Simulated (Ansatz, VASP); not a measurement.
**Two plane-wave programs on MgS**

The input INCAR:

```
SYSTEM = MgS
PREC = Accurate
ENCUT = 520
EDIFF = 1E-7
ISMEAR = 0
SIGMA = 0.05
LREAL = .False.
LASPH = .True.
NELM = 60
ALGO = Normal
ISIF = 2
LWAVE = .False.
LCHARG = .True.
GGA = PE
LELF = .True.
LVHAR = .True.
NBANDS = 11
```

File KPOINTS:

```
regular mesh
0
Gamma
  8 8 8
  0 0 0
```

POSCAR

```
MgS
1.0
    0.0000000000      2.7057160000      2.7057160000
    2.7057160000      0.0000000000      2.7057160000
    2.7057160000      2.7057160000      0.0000000000
Mg S
1 1
Direct
    0.0000000000      0.0000000000      0.0000000000
    0.5000000000      0.5000000000      0.5000000000
```

Input for Ansatz:

```yaml
crystal:
  lattice:
    - [0.0, 2.705716, 2.705716]
    - [2.705716, 0.0, 2.705716]
    - [2.705716, 2.705716, 0.0]
  atoms:
    - { symbol: Mg, position: [0.0, 0.0, 0.0] }
    - { symbol: S, position: [0.5, 0.5, 0.5] }
basis:
  ecutwfc: 420
kpoints:
  mp_grid: { grid: [8, 8, 8] }
hamiltonian:
  xc: pbe
scf:
  occupations: { method: gaussian, width: 0.05 }
output:
  forces: true
  stress: true
  eigenvalues: true
```

Change from the starting cell: strain +0.040 along x and y, +0.040 along z, atoms carried along.

Alike in both runs: task single point; functional PBE; k mesh 8 × 8 × 8; occupations gaussian, width 0.05 eV; no spin polarisation.

```csv
,VASP,Ansatz
version,VASP 6.6.1,Ansatz 0.2.0
potentials or method,"VASP PAW PBE potentials, release 64 (Mg, S), cutoff 520 eV","scalar-relativistic, plane waves, PAW"
valence electrons in the cell,8,16
```

|  | VASP | Ansatz | Ansatz less VASP |
| --- | --- | --- | --- |
| gap on the k mesh at the Fermi level (eV) | 2.51 | 2.53 | +0.020 |
| least direct gap on the mesh (eV) | 2.85 | 2.86 | +0.015 |
| pressure (GPa) | -6.4 | -6.1 | +0.24 |

The functional is the same, so the differences come from potentials, cutoffs and numerics. VASP's potentials hold 8 valence electrons a cell and Ansatz's 16, so a difference there can come from the potentials and not from the codes.
